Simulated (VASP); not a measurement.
# TaN (Fm-3m) in VASP: settings compared

The runs below take TaN through single point, with LDA, r2SCAN+U.

Everything below comes from runs of VASP 6.6.1. Logs are shortened: lines on timing, memory, paths and dates and some standing lists are left out, and cuts for length are marked.

## (1) The cell of the first run

The structure is cubic, space group Fm-3m (No. 225). The conventional cell has a = 4.423 Å, b = 4.423 Å, c = 4.423 Å, α = 90.00°, β = 90.00°, γ = 90.00°. Within 2.9 Å of Ta (site symmetry m-3m) lie 6 N at 2.21 Å. N (site symmetry m-3m) has 6 Ta at 2.21 Å within 2.9 Å.

## (2) Single point, LDA, non-collinear spin, zero start, spin-orbit coupling

INCAR

```
PREC     = Accurate       # precision mode
ENCUT    = 700            # plane-wave cutoff, eV
EDIFF    = 1E-6           # SCF threshold, eV
ISMEAR   = -1             # smearing method
SIGMA    = 0.05           # smearing width, eV
LREAL    = False          # projectors in reciprocal space
LASPH    = True           # aspherical terms in the spheres
NELM     = 200            # most SCF steps
ALGO     = Normal         # electronic algorithm
ISIF     = 2              # what is computed and relaxed
LWAVE    = False          # write WAVECAR
LCHARG   = False          # write CHGCAR
MAGMOM   = 0 0 0 0 0 0    # initial moments
LORBIT   = 11             # projections on sites
LSORBIT  = True           # spin-orbit coupling
GGA_COMPAT= False        
LORBMOM  = True         
LMAXMIX  = 4              # l up to which the mixer works
NBANDS   = 30             # bands
```

KPOINTS

```
Automatic mesh
0
Gamma
  7 7 7
```

POSCAR

```
TaN
1.0
    0.0000000000      2.2113230000      2.2113230000
    2.2113230000      0.0000000000      2.2113230000
    2.2113230000      2.2113230000      0.0000000000
Ta N
1 1
Direct
    0.5000000000      0.5000000000      0.5000000000
    0.0000000000      0.0000000000      0.0000000000
```

Potentials or basis: VASP PAW LDA potentials, release 64 (Ta_sv_GW, N).

On the command line:

```sh
$ cat potpaw_LDA.64/Ta_sv_GW/POTCAR potpaw_LDA.64/N/POTCAR > POTCAR
$ mpirun -np 1 vasp_ncl > vasp.out
```

OUTCAR:

```text
PREC = Accurate
   ENCUT = 700
   EDIFF = 1E-6
   ISMEAR = -1
   LREAL = False
   LASPH = True
   NELM = 200
   ISIF = 2
   LORBIT = 11
   LSORBIT = True

 ion  position               nearest neighbor table
   1  0.500  0.500  0.500-   2 2.21   2 2.21   2 2.21   2 2.21   2 2.21   2 2.21
   2  0.000  0.000  0.000-   1 2.21   1 2.21   1 2.21   1 2.21   1 2.21   1 2.21

  LATTYP: Found a face centered cubic cell.
 ALAT       =     4.4226460000

  Lattice vectors:

 A1 = (   0.0000000000,   2.2113230000,   2.2113230000)
 A2 = (   2.2113230000,   0.0000000000,   2.2113230000)
 A3 = (   2.2113230000,   2.2113230000,   0.0000000000)

Analysis of symmetry for initial positions (statically):
=====================================================================
 Subroutine PRICEL returns:
 Original cell was already a primitive cell.

 Routine SETGRP: Setting up the symmetry group for a
 face centered cubic supercell.

 Subroutine GETGRP returns: Found 48 space group operations
 (whereof 48 operations were pure point group operations)
 out of a pool of 48 trial point group operations.

The static configuration has the point symmetry O_h .

Analysis of symmetry for dynamics (positions and initial velocities):
=====================================================================
 Subroutine PRICEL returns:
 Original cell was already a primitive cell.

 Routine SETGRP: Setting up the symmetry group for a
 face centered cubic supercell.

 Subroutine GETGRP returns: Found 48 space group operations
 (whereof 48 operations were pure point group operations)
 out of a pool of 48 trial point group operations.

The dynamic configuration has the point symmetry O_h .

Analysis of structural, dynamic, and magnetic symmetry:
=====================================================================
 Subroutine PRICEL returns:
 Original cell was already a primitive cell.

 Routine SETGRP: Setting up the symmetry group for a
 face centered cubic supercell.

 Subroutine GETGRP returns: Found 48 space group operations
 (whereof 48 operations were pure point group operations)
 out of a pool of 48 trial point group operations.

The overall configuration has the point symmetry O_h .

 Subroutine INISYM returns: Found 48 space group operations
 (whereof 48 operations are pure point group operations),
 and found     1 'primitive' translations

----------------------------------------------------------------------------------------

                                     Primitive cell

  volume of cell :      21.6265

  direct lattice vectors                    reciprocal lattice vectors
     0.000000000  2.211323000  2.211323000    -0.226108985  0.226108985  0.226108985
     2.211323000  0.000000000  2.211323000     0.226108985 -0.226108985  0.226108985
     2.211323000  2.211323000  0.000000000     0.226108985  0.226108985 -0.226108985

  length of vectors
     3.127282977  3.127282977  3.127282977     0.391632251  0.391632251  0.391632251

  position of ions in fractional coordinates (direct lattice)
     0.500000000  0.500000000  0.500000000
     0.000000000  0.000000000  0.000000000

  ion indices of the primitive-cell ions
   primitive index   ion index
                 1           1
                 2           2

----------------------------------------------------------------------------------------

 KPOINTS: Automatic mesh

Automatic generation of k-mesh.
 Grid dimensions read from file:
 generate k-points for:    7    7    7

[... 97 lines left out ...]

 number of electron      18.0000000 magnetization       0.0000000     -0.0000000      0.0000000

 Free energy of the ion-electron system (eV)
  ---------------------------------------------------
  ext. energy  EPLUGINS =         0.00000000
  ---------------------------------------------------
  free energy    TOTEN  =       -28.06389856 eV

  energy without entropy =      -28.05774827  energy(sigma->0) =      -28.06082341

 E-fermi :  13.1665     XC(G=0): -13.9651

 val. band max:       13.1630082416   @ k =   0.2857   0.0000   0.0000
 cond. band min:      13.2475774272   @ k =   0.0000   0.0000   0.0000
 fundamental gap:      0.0845691855
 Fermi energy:        13.1664686896

 k-point     1 :       0.0000    0.0000    0.0000
  band No.  band energies     occupation
      1     -55.9406      1.00000
      2     -55.9406      1.00000
      3     -27.9903      1.00000
      4     -27.9903      1.00000
      5     -19.8902      1.00000
      6     -19.8902      1.00000
[... 649 lines left out ...]
     29      24.1986      0.00000
     30      24.1986      0.00000

------------------------ aborting loop because EDIFF is reached ----------------------------------------

  FORCE on cell =-STRESS in cart. coord.  units (eV):
  Direction    XX          YY          ZZ          XY          YZ          ZX
  --------------------------------------------------------------------------------------
  -------------------------------------------------------------------------------------
  Total       -2.1540028     -2.1540028     -2.1540028      0.0000000      0.0000000     -0.0000000
  in kB     -159.5769998   -159.5769998   -159.5769998      0.0000000      0.0000000     -0.0000000
  external PRESSURE =    -159.5769998 kB  Pullay stress =       0.0000000 kB

 VOLUME and BASIS-vectors are now :
 -----------------------------------------------------------------------------
  energy-cutoff  :      700.00
  volume of cell :       21.63
      direct lattice vectors                 reciprocal lattice vectors
     0.000000000  2.211323000  2.211323000    -0.226108985  0.226108985  0.226108985
     2.211323000  0.000000000  2.211323000     0.226108985 -0.226108985  0.226108985
     2.211323000  2.211323000  0.000000000     0.226108985  0.226108985 -0.226108985

 POSITION                                       TOTAL-FORCE (eV/Angst)
 -----------------------------------------------------------------------------------
      2.21132      2.21132      2.21132        -0.000000     -0.000000     -0.000000
      0.00000      0.00000      0.00000         0.000000      0.000000      0.000000
 -----------------------------------------------------------------------------------
    total drift:                                0.000000      0.000000      0.000000

  FREE ENERGIE OF THE ION-ELECTRON SYSTEM (eV)
  ---------------------------------------------------
  free  energy   TOTEN  =       -28.0638985555 eV

  energy  without entropy=      -28.0577482711  energy(sigma->0) =      -28.06082341

 orbital moment (x)

 # of ion     p       d       f       tot
 ------------------------------------------------
  1         0.000   0.000   0.000   0.000
  2         0.000   0.000   0.000   0.000
 ------------------------------------------------
            0.000   0.000   0.000   0.000

 orbital moment (y)

 # of ion     p       d       f       tot
 ------------------------------------------------
  1         0.000  -0.000  -0.000  -0.000
  2         0.000   0.000   0.000   0.000
 ------------------------------------------------
            0.000  -0.000  -0.000  -0.000

 orbital moment (z)

 # of ion     p       d       f       tot
 ------------------------------------------------
  1         0.000   0.000   0.000   0.000
  2         0.000   0.000   0.000   0.000
 ------------------------------------------------
            0.000   0.000   0.000   0.000

 Spin-Orbit-Coupling matrix elements

 Ion:    1  E_soc:     -2.8382626
 l=   1
     0.0000000    -0.4510761    -0.4510761
    -0.4510761     0.0000000    -0.4510761
    -0.4510761    -0.4510761     0.0000000
 l=   2
     0.0000000    -0.0071034     0.0000000    -0.0071034    -0.0148326
    -0.0071034     0.0000000    -0.0111244    -0.0071034    -0.0037081
     0.0000000    -0.0111244     0.0000000    -0.0111244     0.0000000
    -0.0071034    -0.0071034    -0.0111244     0.0000000    -0.0037081
    -0.0148326    -0.0037081     0.0000000    -0.0037081     0.0000000
 l=   3
     0.0000000     0.0000055     0.0000000     0.0000000     0.0000000    -0.0000035    -0.0000467
     0.0000055     0.0000000     0.0000092     0.0000000     0.0000092     0.0000148     0.0000055
     0.0000000     0.0000092     0.0000000    -0.0000307     0.0000002    -0.0000122     0.0000000
     0.0000000     0.0000000    -0.0000307     0.0000000    -0.0000307     0.0000000     0.0000000
     0.0000000     0.0000092     0.0000002    -0.0000307     0.0000000    -0.0000122     0.0000000
    -0.0000035     0.0000148    -0.0000122     0.0000000    -0.0000122     0.0000000    -0.0000035
    -0.0000467     0.0000055     0.0000000     0.0000000     0.0000000    -0.0000035     0.0000000

 Ion:    2  E_soc:     -0.0004898
 l=   1
     0.0000000    -0.0000816    -0.0000816
    -0.0000816     0.0000000    -0.0000816
    -0.0000816    -0.0000816     0.0000000
 l=   2
     0.0000000     0.0000000     0.0000000     0.0000000     0.0000000
     0.0000000     0.0000000     0.0000000     0.0000000     0.0000000
     0.0000000     0.0000000     0.0000000     0.0000000     0.0000000
     0.0000000     0.0000000     0.0000000     0.0000000     0.0000000
     0.0000000     0.0000000     0.0000000     0.0000000     0.0000000
 l=   3
     0.0000000     0.0000000     0.0000000     0.0000000     0.0000000     0.0000000     0.0000000
     0.0000000     0.0000000     0.0000000     0.0000000     0.0000000     0.0000000     0.0000000
     0.0000000     0.0000000     0.0000000     0.0000000     0.0000000     0.0000000     0.0000000
     0.0000000     0.0000000     0.0000000     0.0000000     0.0000000     0.0000000     0.0000000
     0.0000000     0.0000000     0.0000000     0.0000000     0.0000000     0.0000000     0.0000000
     0.0000000     0.0000000     0.0000000     0.0000000     0.0000000     0.0000000     0.0000000
     0.0000000     0.0000000     0.0000000     0.0000000     0.0000000     0.0000000     0.0000000

 total charge

# of ion       s       p       d       f       tot
--------------------------------------------------
    1        2.989   6.039   2.401   0.128  11.558
    2        1.210   2.492   0.000   0.000   3.702
--------------------------------------------------
tot          4.199   8.531   2.401   0.128  15.260

 magnetization (x)

# of ion       s       p       d       f       tot
--------------------------------------------------
    1        0.000  -0.000  -0.000   0.000  -0.000
    2        0.000   0.000   0.000   0.000   0.000
--------------------------------------------------
tot          0.000   0.000  -0.000   0.000   0.000

 magnetization (y)

# of ion       s       p       d       f       tot
--------------------------------------------------
    1        0.000  -0.000  -0.000  -0.000   0.000
    2        0.000   0.000   0.000   0.000   0.000
--------------------------------------------------
tot          0.000   0.000  -0.000  -0.000   0.000

 magnetization (z)

# of ion       s       p       d       f       tot
--------------------------------------------------
    1        0.000   0.000   0.000  -0.000   0.000
    2        0.000   0.000   0.000   0.000   0.000
--------------------------------------------------
tot          0.000   0.000   0.000  -0.000   0.000
```

It took 21 s on 1 thread of AMD EPYC 9R45 (Zen 5), shared host; peak memory 0.2 GiB.

Results:

| Quantity | Value |
| --- | --- |
| Free energy | -28.0639 eV |
| Pressure | -16.0 GPa |
| Net moment | 0.00 μB per cell |
| Valence electrons inside the program's atomic spheres | Ta 11.56; N 3.70 |

Moments on the atoms (μB; x, y, z):
```
Ta  0.00 0.00 0.00
N   0.00 0.00 0.00
```

Caveat: the cell stands under tension.

## (3) Single point, r2SCAN+U

POSCAR is that of step 2.

INCAR.step1

```
ALGO = Normal
EDIFF = 1E-5
ENCUT = 770
GGA = PE
GGA_COMPAT = F
ISMEAR = -1
LASPH = T
LCHARG = F
LDAU = T
LDAUJ = 0 0
LDAUL = 2 -1
LDAUTYPE = 2
LDAUU = 1 0
LMAXMIX = 4
LREAL = F
LWAVE = T
NBANDS = 16
NELM = 200
PREC = Accurate
SIGMA = 0.05
```

INCAR.step2

```
ALGO = Normal
EDIFF = 1E-6
ENCUT = 770
GGA_COMPAT = F
ISIF = 2
ISMEAR = -1
ISTART = 1
LASPH = T
LCHARG = F
LDAU = T
LDAUJ = 0 0
LDAUL = 2 -1
LDAUPRINT = 1
LDAUTYPE = 2
LDAUU = 1 0
LMAXMIX = 4
LMIXTAU = T
LREAL = F
LWAVE = F
METAGGA = R2SCAN
NBANDS = 16
NELM = 200
PREC = Accurate
SIGMA = 0.05
```

KPOINTS

```
k-points
0
Gamma
  10 10 10
```

Potentials or basis: VASP PAW PBE potentials, release 64 (Ta_sv_GW, N).

On the command line:

```sh
$ cat potpaw_PBE.64/Ta_sv_GW/POTCAR potpaw_PBE.64/N/POTCAR > POTCAR
$ cp INCAR.step1 INCAR
$ mpirun -np 1 vasp_std > vasp.out
$ cp INCAR.step2 INCAR
$ mpirun -np 1 vasp_std > vasp.out
```

Run time: 49 s. Hardware: 1 thread of Intel Xeon Platinum 8559C (Emerald Rapids), shared host; peak memory 0.19 GiB.

It converged, with:

* Free energy: -61.3156 eV
* Pressure: -3.3 GPa
* Band gap on the k mesh: zero (bands 9 and 10 overlap by 4.00 eV)

Levels at points of the mesh, in eV from the Fermi level:
| k point | band 6 | band 7 | band 8 | band 9 | band 10 | band 11 | band 12 | band 13 |
| --- | --- | --- | --- | --- | --- | --- | --- | --- |
| (0.00, 0.00, 0.00) | -4.18 | -4.18 | -4.18 | -2.11 | -2.11 | -2.11 | 0.24 | 0.24 |
| (0.50, 0.00, 0.00) | -10.77 | -7.86 | -7.86 | 1.89 | 1.89 | 1.99 | 3.81 | 7.70 |
| (0.50, 0.50, 0.00) | -7.17 | -5.52 | -5.05 | -5.05 | 2.28 | 3.48 | 3.48 | 4.59 |

Eigenvalues of the final occupation matrices:
```tsv
site	spin	trace	eigenvalues
site 1 d	1	1.17	0.19 0.19 0.26 0.26 0.26
site 1 d	2	1.17	0.19 0.19 0.26 0.26 0.26
```

Caveat: the cell stands under tension; the PAW data sets were made with another functional, which shifts forces and pressure a little; spin-orbit coupling is left out, which moves the levels of the heavy elements; U without spin polarisation on a metal has little footing.

The gap in the log of VASP goes by the Fermi energy; the results here count the filled bands.